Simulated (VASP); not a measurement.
# W in VASP: further runs, part 2 of 2

VASP 6.6.1. The steps go on from the part before.

**4. Single point, PBEsol (strain +0.040 along x and y, +0.000 along z)**

INCAR

```
PREC = Accurate
ENCUT = 520
EDIFF = 1E-7
ISMEAR = 0
SIGMA = 0.15
LREAL = F
LASPH = T
NELM = 60
ALGO = Fast
ISIF = 2
LWAVE = F
LCHARG = F
GGA = PS
NBANDS = 13
```

KPOINTS

```
regular mesh
0
Gamma
  20 20 20
```

POSCAR

```
W
1.0
    0.0000000000      2.1112000000      2.0300000000
    2.1112000000      0.0000000000      2.0300000000
    2.1112000000      2.1112000000      0.0000000000
W
1
Direct
    0.0000000000      0.0000000000      0.0000000000
```

Potentials or basis: VASP PAW PBE potentials, release 64 (W_sv).

The run is started by

```bash
> cat potpaw_PBE.64/W_sv/POTCAR > POTCAR
> mpirun -np 1 vasp_std > vasp.out
```

OUTCAR:

```text
PREC = Accurate
   ENCUT = 520
   EDIFF = 1E-7
   ISMEAR = 0
   LREAL = F
   LASPH = T
   NELM = 60
   ISIF = 2
   GGA = PS

 ion  position               nearest neighbor table
   1  0.000  0.000  0.000-

  LATTYP: Found a body centered tetragonal cell.
 ALAT       =     2.9856876729
 C/A-ratio  =     1.3598207331

  Lattice vectors:

 A1 = (   0.0000000000,  -2.1112000000,  -2.0300000000)
 A2 = (   0.0000000000,   2.1112000000,  -2.0300000000)
 A3 = (   2.1112000000,   0.0000000000,   2.0300000000)

Analysis of symmetry for initial positions (statically):
=====================================================================
 Subroutine PRICEL returns:
 Original cell was already a primitive cell.

 Routine SETGRP: Setting up the symmetry group for a
 body centered tetragonal supercell.

 Subroutine GETGRP returns: Found 16 space group operations
 (whereof 16 operations were pure point group operations)
 out of a pool of 16 trial point group operations.

The static configuration has the point symmetry D_4h.

Analysis of symmetry for dynamics (positions and initial velocities):
=====================================================================
 Subroutine PRICEL returns:
 Original cell was already a primitive cell.

 Routine SETGRP: Setting up the symmetry group for a
 body centered tetragonal supercell.

 Subroutine GETGRP returns: Found 16 space group operations
 (whereof 16 operations were pure point group operations)
 out of a pool of 16 trial point group operations.

The dynamic configuration has the point symmetry D_4h.

 Subroutine INISYM returns: Found 16 space group operations
 (whereof 16 operations are pure point group operations),
 and found     1 'primitive' translations

----------------------------------------------------------------------------------------

                                     Primitive cell

  volume of cell :      18.0961

  direct lattice vectors                    reciprocal lattice vectors
     0.000000000  2.111200000  2.030000000    -0.236832133  0.236832133  0.246305419
     2.111200000  0.000000000  2.030000000     0.236832133 -0.236832133  0.246305419
     2.111200000  2.111200000  0.000000000     0.236832133  0.236832133 -0.246305419

  length of vectors
     2.928833461  2.928833461  2.985687673     0.415746651  0.415746651  0.415746651

  position of ions in fractional coordinates (direct lattice)
     0.000000000  0.000000000  0.000000000

  ion indices of the primitive-cell ions
   primitive index   ion index
                 1           1

----------------------------------------------------------------------------------------

 KPOINTS: regular mesh

Automatic generation of k-mesh.
 Grid dimensions read from file:
 generate k-points for:   20   20   20

 Generating k-lattice:

  Cartesian coordinates                     Fractional coordinates (reciprocal lattice)
    -0.011841607  0.011841607  0.012315271     0.050000000 -0.000000000  0.000000000
     0.011841607 -0.011841607  0.012315271    -0.000000000  0.050000000  0.000000000
     0.011841607  0.011841607 -0.012315271     0.000000000  0.000000000  0.050000000

  Length of vectors
     0.020787333  0.020787333  0.020787333

  Shift w.r.t. Gamma in fractional coordinates (k-lattice)
     0.000000000  0.000000000  0.000000000

 Subroutine IBZKPT returns following result:
 ===========================================

 Found    641 irreducible k-points:

 Following reciprocal coordinates:
            Coordinates               Weight
  0.000000  0.000000  0.000000      1.000000
  0.050000  0.000000  0.000000      8.000000
  0.100000  0.000000  0.000000      8.000000
  0.150000  0.000000  0.000000      8.000000
  0.200000  0.000000  0.000000      8.000000
  0.250000  0.000000  0.000000      8.000000
[... 16 lines left out ...]
 -0.400000  0.050000  0.000000      8.000000
 -0.350000  0.050000  0.000000      8.000000
 [... further k-points ...]
   k-points           NKPTS =    641   k-points in BZ     NKDIM =    641   number of bands    NBANDS=     13
   number of dos      NEDOS =    301   number of ions     NIONS =      1
   total plane-waves  NPLWV =  13824
   dimension x,y,z NGX =    24 NGY =   24 NGZ =   24
   dimension x,y,z NGXF=    48 NGYF=   48 NGZF=   48
   ions per type =               1
   NGX,Y,Z   is equivalent  to a cutoff of  13.62, 13.62, 13.36 a.u.
   NGXF,Y,Z  is equivalent  to a cutoff of  27.25, 27.25, 26.73 a.u.
 SYSTEM =  unknown system
   PREC   = accura    normal or accurate (medium, high low for compatibility)
   ISTART =      0    job   : 0-new  1-cont  2-samecut
   ICHARG =      2    charge: 1-file 2-atom 10-const
   ISPIN  =      1    spin polarized calculation?
   LNONCOLLINEAR =      F non collinear calculations
   LSORBIT =      F    spin-orbit coupling
   LASPH  =      T    aspherical Exc in radial PAW
   ENCUT  =  520.0 eV  38.22 Ry    6.18 a.u.   5.45  5.45  5.55*2*pi/ulx,y,z
   NELM   =     60;   NELMIN=  2; NELMDL= -5     # of ELM steps
   EDIFF  = 0.1E-06   stopping-criterion for ELM
   LREAL  =      F    real-space projection
   EDIFFG = 0.1E-05   stopping-criterion for IOM
   NSW    =      0    number of steps for IOM
   IBRION =     -1    ionic relax: 0-MD 1-quasi-New 2-CG
   NFREE  =      0    steps in history (QN), initial steepest desc. (CG)
   ISIF   =      2    stress and relaxation
   ISYM   =      2    0-nonsym 1-usesym 2-fastsym
   POTIM  = 0.5000    time-step for ionic-motion
   TEBEG  =    0.0;   TEEND  =   0.0 temperature during run
   PSTRESS=    0.0 pullay stress
   NELECT =      14.0000    total number of electrons
   NUPDOWN=      -1.0000    fix difference up-down
   EMIN   =  10.00;   EMAX   =-10.00  energy-range for DOS
   EFERMI =   0.00;   METHOD = LEGACY
   ISMEAR =     0;   SIGMA  =   0.15  broadening in eV -4-tet -1-fermi 0-gaus
   EFERMI_NEDOS =   21; number of points for ismear=-14 and -15
   IALGO  =     68    algorithm
   IMIX   =      4    mixing-type and parameters
     AMIX     =   0.40;   BMIX     =  1.00
     AMIX_MAG =   1.60;   BMIX_MAG =  1.00
  volume/ion in A,a.u.               =      18.10       122.12
  Fermi-wavevector in a.u.,A,eV,Ry     =   1.502874  2.840020 30.730532  2.258630
  Thomas-Fermi vector in A             =   2.614058
   LORBIT       =      0    0 simple, 1 ext, 2 COOP (PROOUT), +10 PAW based schemes
   GGA     = PS    functional components
   LHFCALC =     F    Hartree Fock is set to
   AEXX    =    0.0000 exact exchange contribution
   IVDW    =     0    specifies the selected vdW correction
   LEPSILON=     F    determine dielectric tensor
   LRPA    =     F    only Hartree local field effects (RPA)
 non-spin polarized calculation
 RMM-DIIS sequential band-by-band and
 Gauss-broadening in eV      SIGMA  =   0.15
  energy-cutoff  :      520.00
  volume of cell :       18.10
 maximum number of plane-waves:       515
 NGX is ok and might be reduce to    24
   NGX = 11   NGY = 11   NGZ = 11

 number of electron      13.9999998 magnetization

 Free energy of the ion-electron system (eV)
  ---------------------------------------------------
  ext. energy  EPLUGINS =         0.00000000
  ---------------------------------------------------
  free energy    TOTEN  =       -13.12528177 eV

  energy without entropy =      -13.11111230  energy(sigma->0) =      -13.11819704

 E-fermi :   9.0743     XC(G=0): -13.0195

 val. band max:        9.0731248413   @ k =   0.2500   0.1000   0.0000
 cond. band min:       9.0743563674   @ k =   0.2500   0.1500   0.0500
 fundamental gap:      0.0012315262
 Fermi energy:         9.0742825951

 k-point     1 :       0.0000    0.0000    0.0000
  band No.  band energies     occupation
      1     -64.8097      2.00000
      2     -28.5448      2.00000
      3     -28.5448      2.00000
      4     -28.5206      2.00000
      5       0.5456      2.00000
      6       8.4320      2.00000
      7       8.4320      2.00000
      8       8.8820      1.93017
      9      10.9377      0.00000
     10      11.5755      0.00000
     11      21.7454      0.00000
     12      26.0574      0.00000
     13      26.0574      0.00000
[... 353 lines left out ...]
 k-point    24 :      -0.3500    0.0500    0.0000
  band No.  band energies     occupation
      1     -64.7525      2.00000
      2     -29.2194      2.00000
      3     -28.6532      2.00000
      4     -28.6276      2.00000
      5       3.7611      2.00000
      6       8.1354      2.00000
      7       8.4164      2.00000
      8       8.8004      1.99018
      9      12.2855      0.00000
     10      12.8938      0.00000
     11      19.7448      0.00000
     12      22.7610      0.00000
     13      27.9745      0.00000

 [... further k-points ...]
[... 5 lines left out ...]
  --------------------------------------------------------------------------------------
  -------------------------------------------------------------------------------------
  Total       -2.8656038     -2.8656038     -4.0651751      0.0000000      0.0000000      0.0000000
  in kB     -253.7125437   -253.7125437   -359.9192338      0.0000000      0.0000000      0.0000000
  external PRESSURE =    -289.1147738 kB  Pullay stress =       0.0000000 kB

 VOLUME and BASIS-vectors are now :
 -----------------------------------------------------------------------------
  energy-cutoff  :      520.00
  volume of cell :       18.10
      direct lattice vectors                 reciprocal lattice vectors
     0.000000000  2.111200000  2.030000000    -0.236832133  0.236832133  0.246305419
     2.111200000  0.000000000  2.030000000     0.236832133 -0.236832133  0.246305419
     2.111200000  2.111200000  0.000000000     0.236832133  0.236832133 -0.246305419

 POSITION                                       TOTAL-FORCE (eV/Angst)
 -----------------------------------------------------------------------------------
      0.00000      0.00000      0.00000         0.000000      0.000000     -0.000000
 -----------------------------------------------------------------------------------
    total drift:                                0.000000      0.000000     -0.000000

  FREE ENERGIE OF THE ION-ELECTRON SYSTEM (eV)
  ---------------------------------------------------
  free  energy   TOTEN  =       -13.1252817686 eV

  energy  without entropy=      -13.1111123018  energy(sigma->0) =      -13.11819704
```

stdout:

```text
POSCAR found type information on POSCAR W
 POSCAR found :  1 types and       1 ions
 scaLAPACK will be used
 -----------------------------------------------------------------------------
|                                                                             |
|                                                                             |
|     You enforced a specific xc type in the INCAR file but a different       |
|     I HOPE YOU KNOW WHAT YOU ARE DOING!                                     |
|                                                                             |
 -----------------------------------------------------------------------------

 LDA part: xc-table for (Slater+PW92), standard interpolation
 POSCAR, INCAR and KPOINTS ok, starting setup
 FFT: planning ... GRIDC
 FFT: planning ... GRID_SOFT
 FFT: planning ... GRID
 WAVECAR not read
 entering main loop
WARNING in EDDRMM: call to ZHEGV failed, returncode =   6  3     13
```

Run time: 2 min. Hardware: 1 thread of Intel Xeon 8259CL, shared host; peak memory 0.26 GiB.

What came out:

- Free energy: -13.1253 eV
- Pressure: -28.9 GPa
- Band gap on the k mesh: zero (bands 7 and 8 overlap by 3.53 eV)

Caveat: the cell differs from its parent crystal (strain +0.040 along x and y, +0.000 along z); the cell stands under tension; the PAW data sets were made with another functional, which shifts forces and pressure a little; spin-orbit coupling is left out, which moves the levels of the heavy elements.

**5. The runs side by side**

```csv
cell,gap on the mesh (eV),pressure (GPa)
"a = 3.101 Å, angles 60.0°, 1 atom",none,-46.6
"a = 2.988, b = 2.988, c = 2.871 Å, angles 61.3, 61.3, 57.4°, 1 atom",none,-28.7
"a = 2.929, b = 2.929, c = 2.986 Å, angles 59.4, 59.4, 61.3°, 1 atom",none,-28.9
```

Alike in all rows: task single point; level PBEsol; potentials or basis VASP PAW PBE potentials, release 64 (W_sv); no spin polarisation; k mesh 20 × 20 × 20; cutoff (eV) 520; smearing gaussian 0.15 eV.

Caveats: the cell stands under tension; the PAW data sets were made with another functional, which shifts forces and pressure a little; spin-orbit coupling is left out, which moves the levels of the heavy elements.

Total energies depend on the potentials used, so only differences within one code and one set of settings carry meaning.
